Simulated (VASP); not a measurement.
# CaF (P4/nmm) in VASP: further runs

The runs below take CaF through single point, relaxation of shape and atoms at fixed volume, with PBE.

Everything below comes from runs of VASP 6.6.1. Logs are shortened: lines on timing, memory, paths and dates and some standing lists are left out, and cuts for length are marked.

## (1) The cell of the first run

It takes space group P4/nmm (No. 129, tetragonal). The conventional cell has a = 3.773 Å, b = 3.773 Å, c = 5.469 Å, α = 90.00°, β = 90.00°, γ = 90.00°. Ca (site symmetry 4mm) has 4 F at 2.29 Å within 3.0 Å. F (site symmetry -4m2) has 4 Ca at 2.29 Å and 4 F at 2.67 Å within 3.0 Å.

## (2) Single point, PBE (19.47 Å³/atom)

File INCAR:

```
SYSTEM = CaF
ALGO = Normal
EDIFF = 1E-6
ENCUT = 600
GGA = PE
GGA_COMPAT = .FALSE.
ISIF = 2
ISMEAR = 0
LASPH = .TRUE.
LCHARG = .TRUE.
LELF = .TRUE.
LREAL = .FALSE.
LVHAR = .TRUE.
LWAVE = .FALSE.
NBANDS = 25
NELM = 120
PREC = Accurate
SIGMA = 0.1
```

File KPOINTS:

```
k-points
0
G
  12 12 8
  0 0 0
```

File POSCAR:

```
CaF
1.0
    3.7733916371      0.0000000000      0.0000000000
    0.0000000000      3.7733916371      0.0000000000
    0.0000000000      0.0000000000      5.4687008556
Ca F
2 2
Direct
    0.5000000000      0.0000000000      0.7621143695
    0.0000000000      0.5000000000      0.2378856305
    0.0000000000      0.0000000000      0.0000000000
    0.5000000000      0.5000000000      0.0000000000
```

Potentials or basis: VASP PAW PBE potentials, release 64 (Ca_sv, F).

The run is started by

```
$ cat potpaw_PBE.64/Ca_sv/POTCAR potpaw_PBE.64/F/POTCAR > POTCAR
$ mpirun -np 1 vasp_std > vasp.out
```

OUTCAR:

```text
SYSTEM = CaF
   EDIFF = 1E-6
   ENCUT = 600
   GGA = PE
   ISIF = 2
   ISMEAR = 0
   LASPH = .TRUE.
   LREAL = .FALSE.
   NELM = 120
   PREC = Accurate

 ion  position               nearest neighbor table
   1  0.500  0.000  0.762-   3 2.29   4 2.29   4 2.29   3 2.29
   2  0.000  0.500  0.238-   3 2.29   4 2.29   3 2.29   4 2.29
   3  0.000  0.000  0.000-   1 2.29   2 2.29   2 2.29   1 2.29
   4  0.500  0.500  0.000-   1 2.29   2 2.29   1 2.29   2 2.29

  LATTYP: Found a simple tetragonal cell.
 ALAT       =     3.7733916371
 C/A-ratio  =     1.4492799533

  Lattice vectors:

 A1 = (   3.7733916371,   0.0000000000,   0.0000000000)
 A2 = (   0.0000000000,   3.7733916371,   0.0000000000)
 A3 = (   0.0000000000,   0.0000000000,   5.4687008556)

Analysis of symmetry for initial positions (statically):
=====================================================================
 Subroutine PRICEL returns:
 Original cell was already a primitive cell.

 Routine SETGRP: Setting up the symmetry group for a
 simple tetragonal supercell.

 Subroutine GETGRP returns: Found 16 space group operations
 (whereof  8 operations were pure point group operations)
 out of a pool of 16 trial point group operations.

The static configuration has the point symmetry D_2d.
 The point group associated with its full space group is D_4h.

Analysis of symmetry for dynamics (positions and initial velocities):
=====================================================================
 Subroutine PRICEL returns:
 Original cell was already a primitive cell.

 Routine SETGRP: Setting up the symmetry group for a
 simple tetragonal supercell.

 Subroutine GETGRP returns: Found 16 space group operations
 (whereof  8 operations were pure point group operations)
 out of a pool of 16 trial point group operations.

The dynamic configuration has the point symmetry D_2d.
 The point group associated with its full space group is D_4h.

 Subroutine INISYM returns: Found 16 space group operations
 (whereof  8 operations are pure point group operations),
 and found     1 'primitive' translations

----------------------------------------------------------------------------------------

                                     Primitive cell

  volume of cell :      77.8660

  direct lattice vectors                    reciprocal lattice vectors
     3.773391637  0.000000000  0.000000000     0.265013573  0.000000000  0.000000000
     0.000000000  3.773391637  0.000000000     0.000000000  0.265013573  0.000000000
     0.000000000  0.000000000  5.468700856     0.000000000  0.000000000  0.182858786

  length of vectors
     3.773391637  3.773391637  5.468700856     0.265013573  0.265013573  0.182858786

  position of ions in fractional coordinates (direct lattice)
     0.500000000  0.000000000  0.762114369
     0.000000000  0.500000000  0.237885631
     0.000000000  0.000000000  0.000000000
     0.500000000  0.500000000  0.000000000

  ion indices of the primitive-cell ions
   primitive index   ion index
                 1           1
                 2           2
                 3           3
                 4           4

----------------------------------------------------------------------------------------

 KPOINTS: k-points

Automatic generation of k-mesh.
 Grid dimensions read from file:
 generate k-points for:   12   12    8

 Generating k-lattice:

  Cartesian coordinates                     Fractional coordinates (reciprocal lattice)
     0.022084464  0.000000000  0.000000000     0.083333333  0.000000000  0.000000000
     0.000000000  0.022084464  0.000000000     0.000000000  0.083333333  0.000000000
     0.000000000  0.000000000  0.022857348     0.000000000  0.000000000  0.125000000

  Length of vectors
     0.022084464  0.022084464  0.022857348

  Shift w.r.t. Gamma in fractional coordinates (k-lattice)
     0.000000000  0.000000000  0.000000000

 Subroutine IBZKPT returns following result:
 ===========================================

 Found    140 irreducible k-points:

 Following reciprocal coordinates:
            Coordinates               Weight
  0.000000  0.000000  0.000000      1.000000
  0.083333  0.000000  0.000000      4.000000
  0.166667  0.000000  0.000000      4.000000
  0.250000  0.000000  0.000000      4.000000
  0.333333  0.000000  0.000000      4.000000
  0.416667  0.000000  0.000000      4.000000
[... 16 lines left out ...]
  0.333333  0.333333  0.000000      4.000000
  0.416667  0.333333  0.000000      8.000000
 [... further k-points ...]
   k-points           NKPTS =    140   k-points in BZ     NKDIM =    140   number of bands    NBANDS=     25
   number of dos      NEDOS =    301   number of ions     NIONS =      4
   total plane-waves  NPLWV =  43200
   dimension x,y,z NGX =    30 NGY =   30 NGZ =   48
   dimension x,y,z NGXF=    60 NGYF=   60 NGZF=   96
   ions per type =               2   2
   NGX,Y,Z   is equivalent  to a cutoff of  13.22, 13.22, 14.59 a.u.
   NGXF,Y,Z  is equivalent  to a cutoff of  26.43, 26.43, 29.18 a.u.
 SYSTEM =  CaF
   PREC   = accura    normal or accurate (medium, high low for compatibility)
   ISTART =      0    job   : 0-new  1-cont  2-samecut
   ICHARG =      2    charge: 1-file 2-atom 10-const
   ISPIN  =      1    spin polarized calculation?
   LNONCOLLINEAR =      F non collinear calculations
   LSORBIT =      F    spin-orbit coupling
   LASPH  =      T    aspherical Exc in radial PAW
   ENCUT  =  600.0 eV  44.10 Ry    6.64 a.u.   7.54  7.54 10.92*2*pi/ulx,y,z
   NELM   =    120;   NELMIN=  2; NELMDL= -5     # of ELM steps
   EDIFF  = 0.1E-05   stopping-criterion for ELM
   LREAL  =      F    real-space projection
   EDIFFG = 0.1E-04   stopping-criterion for IOM
   NSW    =      0    number of steps for IOM
   IBRION =     -1    ionic relax: 0-MD 1-quasi-New 2-CG
   NFREE  =      0    steps in history (QN), initial steepest desc. (CG)
   ISIF   =      2    stress and relaxation
   ISYM   =      2    0-nonsym 1-usesym 2-fastsym
   POTIM  = 0.5000    time-step for ionic-motion
   TEBEG  =    0.0;   TEEND  =   0.0 temperature during run
   PSTRESS=    0.0 pullay stress
   NELECT =      34.0000    total number of electrons
   NUPDOWN=      -1.0000    fix difference up-down
   EMIN   =  10.00;   EMAX   =-10.00  energy-range for DOS
   EFERMI =   0.00;   METHOD = LEGACY
   ISMEAR =     0;   SIGMA  =   0.10  broadening in eV -4-tet -1-fermi 0-gaus
   EFERMI_NEDOS =   21; number of points for ismear=-14 and -15
   IALGO  =     38    algorithm
   IMIX   =      4    mixing-type and parameters
     AMIX     =   0.40;   BMIX     =  1.00
     AMIX_MAG =   1.60;   BMIX_MAG =  1.00
  volume/ion in A,a.u.               =      19.47       131.37
  Fermi-wavevector in a.u.,A,eV,Ry     =   1.241991  2.347023 20.987557  1.542542
  Thomas-Fermi vector in A             =   2.376365
   LORBIT       =      0    0 simple, 1 ext, 2 COOP (PROOUT), +10 PAW based schemes
   GGA     = PE    functional components
   LHFCALC =     F    Hartree Fock is set to
   AEXX    =    0.0000 exact exchange contribution
   IVDW    =     0    specifies the selected vdW correction
   LEPSILON=     F    determine dielectric tensor
   LRPA    =     F    only Hartree local field effects (RPA)
 non-spin polarized calculation
 Gauss-broadening in eV      SIGMA  =   0.10
  energy-cutoff  :      600.00
  volume of cell :       77.87
 maximum number of plane-waves:      2622
   NGX = 15   NGY = 15   NGZ = 21

 number of electron      34.0000008 magnetization

 Free energy of the ion-electron system (eV)
  ---------------------------------------------------
  ext. energy  EPLUGINS =         0.00000000
  ---------------------------------------------------
  free energy    TOTEN  =       -18.88354298 eV

  energy without entropy =      -18.87845943  energy(sigma->0) =      -18.88100121

 E-fermi :   3.8304     XC(G=0):  -8.9557

 val. band max:        3.8236774443   @ k =   0.5000   0.2500   0.3750
 cond. band min:       3.8344254353   @ k =   0.5000   0.2500   0.5000
 fundamental gap:      0.0107479910
 Fermi energy:         3.8303657225

 k-point     1 :       0.0000    0.0000    0.0000
  band No.  band energies     occupation
      1     -38.0017      2.00000
      2     -37.9543      2.00000
      3     -22.7588      2.00000
      4     -21.8668      2.00000
      5     -19.0483      2.00000
      6     -19.0483      2.00000
[... 17 lines left out ...]
     24       8.0690      0.00000
     25       8.1475      0.00000

 k-point     2 :       0.0833    0.0000    0.0000
  band No.  band energies     occupation
      1     -38.0001      2.00000
      2     -37.9543      2.00000
      3     -22.7524      2.00000
      4     -21.8961      2.00000
      5     -19.0457      2.00000
      6     -19.0292      2.00000
[... 17 lines left out ...]
     24       8.0545      0.00000
     25       8.1813      0.00000

 k-point     3 :       0.1667    0.0000    0.0000
  band No.  band energies     occupation
      1     -37.9954      2.00000
      2     -37.9544      2.00000
      3     -22.7325      2.00000
      4     -21.9773      2.00000
      5     -19.0383      2.00000
      6     -18.9860      2.00000
[... 17 lines left out ...]
     24       7.9049      0.00000
     25       8.2443      0.00000

 k-point     4 :       0.2500    0.0000    0.0000
  band No.  band energies     occupation
      1     -37.9885      2.00000
      2     -37.9550      2.00000
      3     -22.6971      2.00000
      4     -22.0938      2.00000
      5     -19.0270      2.00000
      6     -19.0139      2.00000
[... 17 lines left out ...]
     24       7.7439      0.00000
     25       8.2985      0.00000

 k-point     5 :       0.3333    0.0000    0.0000
  band No.  band energies     occupation
      1     -37.9805      2.00000
      2     -37.9568      2.00000
      3     -22.6436      2.00000
      4     -22.2258      2.00000
      5     -19.0284      2.00000
      6     -19.0132      2.00000
[... 17 lines left out ...]
     24       7.8469      0.00000
     25       8.3548      0.00000

 k-point     6 :       0.4167    0.0000    0.0000
  band No.  band energies     occupation
      1     -37.9725      2.00000
      2     -37.9602      2.00000
      3     -22.5692      2.00000
      4     -22.3561      2.00000
      5     -19.0255      2.00000
      6     -18.9984      2.00000
[... 17 lines left out ...]
     24       7.8601      0.00000
     25       8.4343      0.00000
[... 393 lines left out ...]
 k-point    21 :       0.4167    0.2500    0.0000
  band No.  band energies     occupation
      1     -37.9645      2.00000
      2     -37.9558      2.00000
      3     -22.5876      2.00000
      4     -22.4410      2.00000
      5     -19.0475      2.00000
      6     -19.0234      2.00000
[... 17 lines left out ...]
     24       7.9913      0.00000
     25       8.4515      0.00000

 k-point    22 :       0.5000    0.2500    0.0000
  band No.  band energies     occupation
      1     -37.9593      2.00000
      2     -37.9593      2.00000
      3     -22.5227      2.00000
      4     -22.5227      2.00000
      5     -19.0353      2.00000
      6     -19.0353      2.00000
[... 17 lines left out ...]
     24       8.0148      0.00000
     25       8.5139      0.00000

 k-point    23 :       0.3333    0.3333    0.0000
  band No.  band energies     occupation
      1     -37.9652      2.00000
      2     -37.9533      2.00000
      3     -22.6196      2.00000
      4     -22.4198      2.00000
      5     -19.0605      2.00000
      6     -19.0260      2.00000
[... 17 lines left out ...]
     24       8.1431      0.00000
     25       8.1459      0.00000

 k-point    24 :       0.4167    0.3333    0.0000
  band No.  band energies     occupation
      1     -37.9601      2.00000
      2     -37.9539      2.00000
      3     -22.5915      2.00000
      4     -22.4892      2.00000
      5     -19.0560      2.00000
      6     -19.0372      2.00000
[... 17 lines left out ...]
     24       8.1517      0.00000
     25       8.5235      0.00000

 [... further k-points ...]
[... 5 lines left out ...]
  --------------------------------------------------------------------------------------
  -------------------------------------------------------------------------------------
  Total        3.0735456      3.0735456      3.0523588      0.0000000     -0.0000000      0.0000000
  in kB       63.2415209     63.2415209     62.8055811      0.0000000     -0.0000000      0.0000000
  external PRESSURE =      63.0962076 kB  Pullay stress =       0.0000000 kB

 VOLUME and BASIS-vectors are now :
 -----------------------------------------------------------------------------
  energy-cutoff  :      600.00
  volume of cell :       77.87
      direct lattice vectors                 reciprocal lattice vectors
     3.773391637  0.000000000  0.000000000     0.265013573  0.000000000  0.000000000
     0.000000000  3.773391637  0.000000000     0.000000000  0.265013573  0.000000000
     0.000000000  0.000000000  5.468700856     0.000000000  0.000000000  0.182858786

 POSITION                                       TOTAL-FORCE (eV/Angst)
 -----------------------------------------------------------------------------------
      1.88670      0.00000      4.16778         0.000000     -0.000000     -0.068782
      0.00000      1.88670      1.30093        -0.000000     -0.000000      0.068782
      0.00000      0.00000      0.00000         0.000000      0.000000      0.000000
      1.88670      1.88670      0.00000         0.000000     -0.000000      0.000000
 -----------------------------------------------------------------------------------
    total drift:                                0.000000      0.000000     -0.000000

  FREE ENERGIE OF THE ION-ELECTRON SYSTEM (eV)
  ---------------------------------------------------
  free  energy   TOTEN  =       -18.8835429778 eV

  energy  without entropy=      -18.8784594338  energy(sigma->0) =      -18.88100121
```

Run time: 4 min. Hardware: 1 thread of Intel Xeon Platinum 8488C (Sapphire Rapids), shared host; peak memory 0.4 GiB.

Results:

- Free energy: -18.8835 eV
- Pressure: 6.3 GPa
- Largest force: 0.069 eV/Å
- Band gap on the k mesh: zero (bands 17 and 18 overlap by 1.30 eV)

Forces in eV/Å, atoms in the order of the input:
```
Ca   0.000  0.000 -0.069
Ca   0.000  0.000  0.069
F    0.000  0.000  0.000
F    0.000  0.000  0.000
```

Levels at points of the mesh, in eV from the Fermi level:
```tsv
k point	band 14	band 15	band 16	band 17	band 18	band 19	band 20	band 21
(0.00, 0.00, 0.00)	-7.62	-6.61	-6.61	-2.66	1.26	2.02	3.40	3.47
(0.50, 0.00, 0.00)	-7.55	-7.43	-7.43	-0.51	-0.51	2.84	2.84	3.06
(0.50, 0.50, 0.00)	-7.37	-6.50	-6.50	0.74	0.74	0.76	0.76	4.33
(0.00, 0.00, 0.50)	-7.65	-6.62	-6.62	-1.75	0.63	2.90	3.06	3.11
(0.50, 0.00, 0.50)	-7.56	-7.44	-7.44	-0.22	-0.22	2.81	2.81	3.19
(0.50, 0.50, 0.50)	-7.37	-6.50	-6.50	0.79	0.79	0.83	0.83	3.69
```

Caveat: the cell stands under pressure.

## (3) Single point, PBE (20.13 Å³/atom)

This run uses another cell than the first one, of 20.13 Å³/atom.

File INCAR:

```
PREC = Accurate ; ENCUT = 600
EDIFF = 1E-6 ; ISMEAR = 0
SIGMA = 0.1 ; LREAL = False
LASPH = True ; NELM = 120
ALGO = Normal ; ISIF = 2
LWAVE = False ; LCHARG = True
GGA = PE ; LELF = True
LVHAR = True ; NBANDS = 25
GGA_COMPAT = False
```

File KPOINTS:

```
Automatic mesh
0
Gamma
  12 12 8
```

File POSCAR:

```
CaF
1.0
    3.8165681663      0.0000000000      0.0000000000
    0.0000000000      3.8165681663      0.0000000000
    0.0000000000      0.0000000000      5.5279054453
Ca F
2 2
Direct
    0.5000000000      0.0000000000      0.7649439892
    0.0000000000      0.5000000000      0.2350560108
    0.0000000000      0.0000000000      0.0000000000
    0.5000000000      0.5000000000      0.0000000000
```

Potentials or basis: VASP PAW PBE potentials, release 64 (Ca_sv, F).

The run is started by

```
$ cat potpaw_PBE.64/Ca_sv/POTCAR potpaw_PBE.64/F/POTCAR > POTCAR
$ mpirun -np 1 vasp_std > vasp.out
```

It took 4.2 min on 1 thread of Intel Xeon Platinum 8488C (Sapphire Rapids), shared host; peak memory 0.41 GiB.

Results (log left out):

```yaml
Free_energy: -18.9732 eV
Pressure: 4.4 GPa
Largest_force: 0.063 eV/Å
Band_gap_on_the_k_mesh: zero (bands 17 and 18 overlap by 1.31 eV)
```

Forces in eV/Å, atoms in the order of the input:
```
Ca   0.000  0.000 -0.063
Ca   0.000  0.000  0.063
F    0.000  0.000  0.000
F    0.000  0.000  0.000
```

Levels at points of the mesh, in eV from the Fermi level:
```tsv
k point	band 13	band 14	band 15	band 16	band 17	band 18	band 19	band 20	band 21	band 22
(0.00, 0.00, 0.00)	-8.09	-7.59	-6.64	-6.64	-2.64	1.25	2.01	3.31	3.35	3.50
(0.50, 0.00, 0.00)	-7.54	-7.54	-7.42	-7.42	-0.52	-0.52	2.78	2.78	3.00	3.00
(0.50, 0.50, 0.00)	-7.35	-7.35	-6.54	-6.54	0.74	0.74	0.75	0.75	4.18	4.18
(0.00, 0.00, 0.50)	-8.17	-7.61	-6.64	-6.64	-1.75	0.60	2.80	2.98	3.07	3.44
(0.50, 0.00, 0.50)	-7.54	-7.54	-7.43	-7.43	-0.22	-0.22	2.75	2.75	3.11	3.11
(0.50, 0.50, 0.50)	-7.35	-7.35	-6.54	-6.54	0.79	0.79	0.85	0.85	3.54	3.54
```

Caveat: the cell stands under pressure.

(Continued in part 2 of 2.)

The gap in the log of VASP goes by the Fermi energy; the results here count the filled bands.